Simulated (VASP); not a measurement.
Wanted: the native input for a VASP 6.6.1 run.

```yaml
Task: single point
Functional: PBE
Potentials_or_basis: VASP PAW PBE potentials, release 64 (Hf_pv)
Cutoff: 520 eV
k_mesh: 13 × 13 × 7
Occupations: fermi-dirac, width 0.05 eV
Spin: no spin polarisation
Dipole_correction: no
Further_INCAR_settings: ALGO = Normal; EDIFF = 1e-07; NBANDS = 17
```

The structure of Hf lies in POSCAR:

```
Hf
1.0
    3.2178693301      0.0000000000      0.0000000000
   -1.6089346650      2.7867565859      0.0000000000
    0.0000000000      0.0000000000      5.0912963404
Hf
2
Direct
    0.3333333333      0.6666666667      0.2500000000
    0.6666666667      0.3333333333      0.7500000000
```

This cell differs from its parent crystal: volume scaled by 1.02.

One way to write it, as run:

INCAR

```
PREC = Accurate
ENCUT = 520
EDIFF = 1E-7
ISMEAR = -1
SIGMA = 0.05
LREAL = False
LASPH = True
NELM = 60
ALGO = Normal
ISIF = 2
LWAVE = False
LCHARG = False
GGA = PE
NBANDS = 17
```

KPOINTS

```
Automatic mesh
0
Gamma
  13 13 7
```

Potentials or basis: VASP PAW PBE potentials, release 64 (Hf_pv).

Launch:

```console
$ cat potpaw_PBE.64/Hf_pv/POTCAR > POTCAR
$ mpirun -np 1 vasp_std > vasp.out
```

It gave:

| Property | Result |
| --- | --- |
| Pressure | -1.8 GPa |
| Band gap on the k mesh | zero (band 10 reaches 5.95 eV, above the bottom of band 11 at 4.37 eV) |

Caveat: spin-orbit coupling is left out, which moves the levels of the heavy elements.

It took 29 s on 1 thread of AMD EPYC 9R45 96-Core Processor (Zen 5), with other jobs on the host, peak memory 0.16 GiB.
